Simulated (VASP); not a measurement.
# Ca3Mg (Pm-3m) in VASP: further runs

Runs on Ca3Mg. Level: LDA. Tasks: single point, relaxation of cell and atoms.

Everything below comes from runs of VASP 6.6.1. Logs are shortened: lines on timing, memory, paths and dates and some standing lists are left out, and cuts for length are marked.

### Step 1. The cell of the first run

Symmetry: Pm-3m, No. 221, cubic system. The conventional cell has a = 5.100 Å, b = 5.100 Å, c = 5.100 Å, α = 90.00°, β = 90.00°, γ = 90.00°. Mg (site symmetry m-3m) has 12 Ca at 3.61 Å within 4.7 Å. Ca (site symmetry 4/mmm) has 4 Mg at 3.61 Å and 8 Ca at 3.61 Å within 4.7 Å.

### Step 2. Single point, LDA

INCAR reads:

```
SYSTEM = Ca3Mg
PREC     = Accurate       ! precision mode
ENCUT    = 520            ! plane-wave cutoff, eV
EDIFF    = 1E-7           ! SCF threshold, eV
ISMEAR   = 1              ! smearing method
SIGMA    = 0.05           ! smearing width, eV
LREAL    = .FALSE.        ! projectors in reciprocal space
LASPH    = .TRUE.         ! aspherical terms in the spheres
NELM     = 80             ! most SCF steps
ALGO     = Normal         ! electronic algorithm
ISIF     = 2              ! what is computed and relaxed
LWAVE    = .FALSE.        ! write WAVECAR
LCHARG   = .FALSE.        ! write CHGCAR
NBANDS   = 24             ! bands
```

KPOINTS reads:

```
regular mesh
0
G
  4 4 4
  0 0 0
```

POSCAR reads:

```
Ca3Mg
1.0
    5.1002564312      0.0000000000      0.0000000000
    0.0000000000      5.1002564312      0.0000000000
    0.0000000000      0.0000000000      5.1002564312
Mg Ca
1 3
Direct
    0.0000000000      0.0000000000      0.0000000000
    0.0000000000      0.5000000000      0.5000000000
    0.5000000000      0.0000000000      0.5000000000
    0.5000000000      0.5000000000      0.0000000000
```

Potentials or basis: VASP PAW LDA potentials, release 64 (Mg, Ca_sv).

Run with:

```console
$ cat potpaw_LDA.64/Mg/POTCAR potpaw_LDA.64/Ca_sv/POTCAR > POTCAR
$ mpirun -np 1 vasp_std > vasp.out
```

OUTCAR:

```text
SYSTEM = Ca3Mg
   PREC = Accurate
   ENCUT = 520
   EDIFF = 1E-7
   ISMEAR = 1
   LREAL = .FALSE.
   LASPH = .TRUE.
   NELM = 80
   ISIF = 2

 ion  position               nearest neighbor table
   1  0.000  0.000  0.000-
   2  0.000  0.500  0.500-
   3  0.500  0.000  0.500-
   4  0.500  0.500  0.000-

  LATTYP: Found a simple cubic cell.
 ALAT       =     5.1002564312

  Lattice vectors:

 A1 = (   5.1002564312,   0.0000000000,   0.0000000000)
 A2 = (   0.0000000000,   5.1002564312,   0.0000000000)
 A3 = (   0.0000000000,   0.0000000000,   5.1002564312)

Analysis of symmetry for initial positions (statically):
=====================================================================
 Subroutine PRICEL returns:
 Original cell was already a primitive cell.

 Routine SETGRP: Setting up the symmetry group for a
 simple cubic supercell.

 Subroutine GETGRP returns: Found 48 space group operations
 (whereof 48 operations were pure point group operations)
 out of a pool of 48 trial point group operations.

The static configuration has the point symmetry O_h .

Analysis of symmetry for dynamics (positions and initial velocities):
=====================================================================
 Subroutine PRICEL returns:
 Original cell was already a primitive cell.

 Routine SETGRP: Setting up the symmetry group for a
 simple cubic supercell.

 Subroutine GETGRP returns: Found 48 space group operations
 (whereof 48 operations were pure point group operations)
 out of a pool of 48 trial point group operations.

The dynamic configuration has the point symmetry O_h .

 Subroutine INISYM returns: Found 48 space group operations
 (whereof 48 operations are pure point group operations),
 and found     1 'primitive' translations

----------------------------------------------------------------------------------------

                                     Primitive cell

  volume of cell :     132.6710

  direct lattice vectors                    reciprocal lattice vectors
     5.100256431  0.000000000  0.000000000     0.196068573  0.000000000  0.000000000
     0.000000000  5.100256431  0.000000000     0.000000000  0.196068573  0.000000000
     0.000000000  0.000000000  5.100256431     0.000000000  0.000000000  0.196068573

  length of vectors
     5.100256431  5.100256431  5.100256431     0.196068573  0.196068573  0.196068573

  position of ions in fractional coordinates (direct lattice)
     0.000000000  0.000000000  0.000000000
     0.000000000  0.500000000  0.500000000
     0.500000000  0.000000000  0.500000000
     0.500000000  0.500000000  0.000000000

  ion indices of the primitive-cell ions
   primitive index   ion index
                 1           1
                 2           2
                 3           3
                 4           4

----------------------------------------------------------------------------------------

 KPOINTS: regular mesh

Automatic generation of k-mesh.
 Grid dimensions read from file:
 generate k-points for:    4    4    4

 Generating k-lattice:

  Cartesian coordinates                     Fractional coordinates (reciprocal lattice)
     0.049017143  0.000000000  0.000000000     0.250000000  0.000000000  0.000000000
     0.000000000  0.049017143  0.000000000     0.000000000  0.250000000  0.000000000
     0.000000000  0.000000000  0.049017143     0.000000000  0.000000000  0.250000000

  Length of vectors
     0.049017143  0.049017143  0.049017143

  Shift w.r.t. Gamma in fractional coordinates (k-lattice)
     0.000000000  0.000000000  0.000000000

 Subroutine IBZKPT returns following result:
 ===========================================

 Found     10 irreducible k-points:

 Following reciprocal coordinates:
            Coordinates               Weight
  0.000000  0.000000  0.000000      1.000000
  0.250000  0.000000  0.000000      6.000000
  0.500000  0.000000  0.000000      3.000000
  0.250000  0.250000  0.000000     12.000000
  0.500000  0.250000  0.000000     12.000000
  0.500000  0.500000  0.000000      3.000000
  0.250000  0.250000  0.250000      8.000000
  0.500000  0.250000  0.250000     12.000000
  0.500000  0.500000  0.250000      6.000000
  0.500000  0.500000  0.500000      1.000000
   k-points           NKPTS =     10   k-points in BZ     NKDIM =     10   number of bands    NBANDS=     24
   number of dos      NEDOS =    301   number of ions     NIONS =      4
   total plane-waves  NPLWV =  64000
   dimension x,y,z NGX =    40 NGY =   40 NGZ =   40
   dimension x,y,z NGXF=    80 NGYF=   80 NGZF=   80
   ions per type =               1   3
   NGX,Y,Z   is equivalent  to a cutoff of  13.04, 13.04, 13.04 a.u.
   NGXF,Y,Z  is equivalent  to a cutoff of  26.08, 26.08, 26.08 a.u.
 SYSTEM =  Ca3Mg
   PREC   = accura    normal or accurate (medium, high low for compatibility)
   ISTART =      0    job   : 0-new  1-cont  2-samecut
   ICHARG =      2    charge: 1-file 2-atom 10-const
   ISPIN  =      1    spin polarized calculation?
   LNONCOLLINEAR =      F non collinear calculations
   LSORBIT =      F    spin-orbit coupling
   LASPH  =      T    aspherical Exc in radial PAW
   ENCUT  =  520.0 eV  38.22 Ry    6.18 a.u.   9.48  9.48  9.48*2*pi/ulx,y,z
   NELM   =     80;   NELMIN=  2; NELMDL= -5     # of ELM steps
   EDIFF  = 0.1E-06   stopping-criterion for ELM
   LREAL  =      F    real-space projection
   EDIFFG = 0.1E-05   stopping-criterion for IOM
   NSW    =      0    number of steps for IOM
   IBRION =     -1    ionic relax: 0-MD 1-quasi-New 2-CG
   NFREE  =      0    steps in history (QN), initial steepest desc. (CG)
   ISIF   =      2    stress and relaxation
   ISYM   =      2    0-nonsym 1-usesym 2-fastsym
   POTIM  = 0.5000    time-step for ionic-motion
   TEBEG  =    0.0;   TEEND  =   0.0 temperature during run
   PSTRESS=    0.0 pullay stress
   NELECT =      32.0000    total number of electrons
   NUPDOWN=      -1.0000    fix difference up-down
   EMIN   =  10.00;   EMAX   =-10.00  energy-range for DOS
   EFERMI =   0.00;   METHOD = LEGACY
   ISMEAR =     1;   SIGMA  =   0.05  broadening in eV -4-tet -1-fermi 0-gaus
   EFERMI_NEDOS =   21; number of points for ismear=-14 and -15
   IALGO  =     38    algorithm
   IMIX   =      4    mixing-type and parameters
     AMIX     =   0.40;   BMIX     =  1.00
     AMIX_MAG =   1.60;   BMIX_MAG =  1.00
  volume/ion in A,a.u.               =      33.17       223.83
  Fermi-wavevector in a.u.,A,eV,Ry     =   1.019059  1.925743 14.129405  1.038482
  Thomas-Fermi vector in A             =   2.152552
   LORBIT       =      0    0 simple, 1 ext, 2 COOP (PROOUT), +10 PAW based schemes
   GGA     = CA    functional components
   LHFCALC =     F    Hartree Fock is set to
   AEXX    =    0.0000 exact exchange contribution
   IVDW    =     0    specifies the selected vdW correction
   LEPSILON=     F    determine dielectric tensor
   LRPA    =     F    only Hartree local field effects (RPA)
 non-spin polarized calculation
 Methfessel and Paxton  Order N= 1 SIGMA  =   0.05
  energy-cutoff  :      520.00
  volume of cell :      132.67
 maximum number of plane-waves:      3585
 NGX is ok and might be reduce to    40
   NGX = 19   NGY = 19   NGZ = 19

 number of electron      32.0000000 magnetization

 Free energy of the ion-electron system (eV)
  ---------------------------------------------------
  ext. energy  EPLUGINS =         0.00000000
  ---------------------------------------------------
  free energy    TOTEN  =        -8.63524436 eV

  energy without entropy =       -8.63293950  energy(sigma->0) =       -8.63447607

 E-fermi :   2.2886     XC(G=0):  -8.4889

 val. band max:        2.2879356948   @ k =   0.0000   0.0000   0.0000
 cond. band min:       2.2893403393   @ k =   0.2500   0.2500   0.0000
 fundamental gap:      0.0014046445
 Fermi energy:         2.2885620697

 k-point     1 :       0.0000    0.0000    0.0000
  band No.  band energies     occupation
      1     -38.9041      2.00000
      2     -38.8616      2.00000
      3     -38.8616      2.00000
      4     -20.3044      2.00000
      5     -20.3044      2.00000
      6     -20.3044      2.00000
[... 16 lines left out ...]
     23       5.4637      0.00000
     24       5.4637      0.00000

 k-point     2 :       0.2500    0.0000    0.0000
  band No.  band energies     occupation
      1     -38.8986      2.00000
      2     -38.8670      2.00000
      3     -38.8615      2.00000
      4     -20.2866      2.00000
      5     -20.2866      2.00000
      6     -20.2757      2.00000
[... 16 lines left out ...]
     23       5.1373      0.00000
     24       5.5807      0.00000

 k-point     3 :       0.5000    0.0000    0.0000
  band No.  band energies     occupation
      1     -38.8899      2.00000
      2     -38.8757      2.00000
      3     -38.8615      2.00000
      4     -20.2625      2.00000
      5     -20.2625      2.00000
      6     -20.2143      2.00000
[... 16 lines left out ...]
     23       4.7442      0.00000
     24       4.8002      0.00000

 k-point     4 :       0.2500    0.2500    0.0000
  band No.  band energies     occupation
      1     -38.8938      2.00000
      2     -38.8686      2.00000
      3     -38.8646      2.00000
      4     -20.2967      2.00000
      5     -20.2678      2.00000
      6     -20.2366      2.00000
[... 16 lines left out ...]
     23       4.8442      0.00000
     24       5.5737      0.00000

 k-point     5 :       0.5000    0.2500    0.0000
  band No.  band energies     occupation
      1     -38.8857      2.00000
      2     -38.8756      2.00000
      3     -38.8656      2.00000
      4     -20.2730      2.00000
      5     -20.2620      2.00000
      6     -20.2402      2.00000
[... 73 lines left out ...]
 k-point     8 :       0.5000    0.2500    0.2500
  band No.  band energies     occupation
      1     -38.8827      2.00000
      2     -38.8756      2.00000
      3     -38.8685      2.00000
      4     -20.3185      2.00000
      5     -20.2654      2.00000
      6     -20.2552      2.00000
[... 16 lines left out ...]
     23       4.9794      0.00000
     24       5.2300      0.00000

 k-point     9 :       0.5000    0.5000    0.2500
  band No.  band energies     occupation
      1     -38.8755      2.00000
      2     -38.8755      2.00000
      3     -38.8755      2.00000
      4     -20.3395      2.00000
      5     -20.2886      2.00000
      6     -20.2598      2.00000
[... 16 lines left out ...]
     23       4.8998      0.00000
     24       5.0344      0.00000

 k-point    10 :       0.5000    0.5000    0.5000
  band No.  band energies     occupation
      1     -38.8755      2.00000
      2     -38.8755      2.00000
      3     -38.8755      2.00000
      4     -20.3756      2.00000
      5     -20.2882      2.00000
      6     -20.2882      2.00000
[... 16 lines left out ...]
     23       4.6532      0.00000
     24       5.2485      0.00000

------------------------ aborting loop because EDIFF is reached ----------------------------------------

  FORCE on cell =-STRESS in cart. coord.  units (eV):
  Direction    XX          YY          ZZ          XY          YZ          ZX
  --------------------------------------------------------------------------------------
  -------------------------------------------------------------------------------------
  Total       -0.1305338     -0.1305338     -0.1305338     -0.0000000      0.0000000      0.0000000
  in kB       -1.5763673     -1.5763673     -1.5763673     -0.0000000      0.0000000      0.0000000
  external PRESSURE =      -1.5763673 kB  Pullay stress =       0.0000000 kB

 VOLUME and BASIS-vectors are now :
 -----------------------------------------------------------------------------
  energy-cutoff  :      520.00
  volume of cell :      132.67
      direct lattice vectors                 reciprocal lattice vectors
     5.100256431  0.000000000  0.000000000     0.196068573  0.000000000  0.000000000
     0.000000000  5.100256431  0.000000000     0.000000000  0.196068573  0.000000000
     0.000000000  0.000000000  5.100256431     0.000000000  0.000000000  0.196068573

 POSITION                                       TOTAL-FORCE (eV/Angst)
 -----------------------------------------------------------------------------------
      0.00000      0.00000      0.00000         0.000000      0.000000      0.000000
      0.00000      2.55013      2.55013         0.000000      0.000000      0.000000
      2.55013      0.00000      2.55013         0.000000      0.000000      0.000000
      2.55013      2.55013      0.00000         0.000000      0.000000      0.000000
 -----------------------------------------------------------------------------------
    total drift:                               -0.000000     -0.000000     -0.000000

  FREE ENERGIE OF THE ION-ELECTRON SYSTEM (eV)
  ---------------------------------------------------
  free  energy   TOTEN  =        -8.6352443586 eV

  energy  without entropy=       -8.6329395012  energy(sigma->0) =       -8.63447607
```

Wall time 49 s (1 thread of Intel Xeon 8259CL, shared host); peak memory 0.21 GiB.

What came out:

```yaml
Free_energy: -8.6352 eV
Pressure: -0.2 GPa
Band_gap_on_the_k_mesh: zero (bands 16 and 17 overlap by 0.70 eV)
```

Levels at points of the mesh, in eV from the Fermi level:
```
           k point  band 13  band 14  band 15  band 16  band 17  band 18  band 19  band 20
(0.00, 0.00, 0.00)    -4.75    -1.11     0.00     0.00     0.82     0.82     0.82     1.02
(0.50, 0.00, 0.00)    -3.44    -2.91    -0.12     0.37     0.37     0.96     1.25     1.43
(0.50, 0.50, 0.00)    -2.54    -1.73    -1.73    -1.17     0.44     1.06     1.44     1.44
(0.50, 0.50, 0.50)    -2.36    -0.67    -0.67    -0.67    -0.32    -0.32    -0.32     0.28
```

[end of part 1 of 2]

The gap in the log of VASP goes by the Fermi energy; the results here count the filled bands.